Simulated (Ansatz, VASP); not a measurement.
C in VASP and in Ansatz

INCAR

```
SYSTEM = C
PREC = Accurate
ENCUT = 520
EDIFF = 1E-6
ISMEAR = 0
SIGMA = 0.04
LREAL = .False.
LASPH = .True.
NELM = 120
ALGO = Normal
ISIF = 2
LWAVE = .False.
LCHARG = .False.
LDIPOL = .True.
IDIPOL = 3
DIPOL = 0.5 0.5 0.684
NBANDS = 11
GGA_COMPAT = .False.
NELMDL = -8
```

The input KPOINTS:

```
regular mesh
0
Gamma
  15 15 1
  0 0 0
```

File POSCAR:

```
C
1.0
    2.4444568697      0.0000000000      0.0000000000
   -1.2222284348      2.1169617476      0.0000000000
    0.0000000000      0.0000000000     20.7621810871
C
2
Direct
    0.3333333333      0.6666666667      0.6836674888
    1.0000000000      0.0000000000      0.6837380747
```

Input for Ansatz:

```yaml
crystal:
  lattice:
    - [2.4444568697, 0.0, 0.0]
    - [-1.2222284348, 2.1169617476, 0.0]
    - [0.0, 0.0, 20.7621810871]
  atoms:
    - { symbol: C, position: [0.3333333333, 0.6666666667, 0.6836674888] }
    - { symbol: C, position: [1.0, 0.0, 0.6837380747] }
basis:
  ecutwfc: 420
kpoints:
  mp_grid: { grid: [15, 15, 1] }
hamiltonian:
  xc: lda
  pseudopotentials: { kind: paw, azcp: { folder: soft_1 } }
scf:
  occupations: { method: gaussian, width: 0.04 }
  n_extra_bands: 6
  max_iter: 160
output:
  forces: true
  eigenvalues: true
  write_density: true
  write_potential: true
  elf: true
  volumetric_format: npy
efield:
  axis: 3
  dipole_correction: true
```

Alike in both runs: task single point; functional LDA; k mesh 15 × 15 × 1; occupations gaussian, width 0.04 eV; no spin polarisation.

|  | VASP | Ansatz |
| --- | --- | --- |
| version | VASP 6.6.1 | Ansatz 0.2.0 |
| potentials or method | VASP PAW LDA potentials, release 64 (C), cutoff 520 eV | scalar-relativistic, plane waves, PAW |
| valence electrons in the cell | 8 | 8 |

|  | VASP | Ansatz | Ansatz less VASP |
| --- | --- | --- | --- |
| gap on the k mesh at the Fermi level (eV) | none | none | - |
| rms of the force components (eV/Å) | 0.015 | 0.015 | +0.0001 |

Ansatz warns that its potentials were made for another functional, while VASP's fit it. LDA's correlation is that of Perdew and Zunger in VASP and of Perdew and Wang (1992) in Ansatz. Atom by atom the forces differ by 0.000 eV/Å (rms over components). A gap of «none» marks a metal or a gap that the smearing closes. Ansatz's warnings: xc potential rough in thin density.
